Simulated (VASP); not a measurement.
# Be: single point with PBEsol

The system is Be.

```
Be
1.0
    -1.27192    1.27192    1.23432
     1.27192   -1.27192    1.23432
     1.27192    1.27192   -1.23432
Be
1
Direct
  0.00000 0.00000 0.00000
```

This cell differs from its parent crystal: strain +0.015 along x and y, -0.015 along z.

| Property | Result |
| --- | --- |
| Program | VASP 6.6.1 |
| Task | single point |
| Functional | PBEsol |
| Potentials or basis | VASP PAW PBE potentials, release 64 (Be) |
| Cutoff | 520 eV |
| k mesh | 26 × 26 × 26 |
| Occupations | gaussian, width 0.15 eV |
| Spin | no spin polarisation |

The pressure is -3.2 GPa. The band gap on the k mesh is zero (bands 1 and 2 overlap by 4.74 eV).

Stress tensor (GPa, compression positive):
```
-4.08  0.00  0.00
 0.00 -4.08  0.00
 0.00  0.00 -1.55
```

Levels at points of the mesh, in eV from the Fermi level:
```csv
k point,band 1,band 2,band 3,band 4,band 5
"(0.00, 0.00, 0.00)",-12.15,19.01,19.01,19.29,29.54
"(0.50, 0.00, 0.00)",-5.10,0.47,11.87,14.94,19.84
"(0.50, 0.50, 0.00)",-5.33,0.09,12.55,15.90,20.94
"(0.50, 0.50, 0.50)",3.51,3.51,4.69,9.37,10.05
```

Run time: 37 s on 1 thread of Intel Xeon 8259CL, with other jobs on the host, peak memory 0.17 GiB.

Caveat: the cell differs from its parent crystal (strain +0.015 along x and y, -0.015 along z); the cell stands under tension; the PAW data sets were made with another functional, which shifts forces and pressure a little.
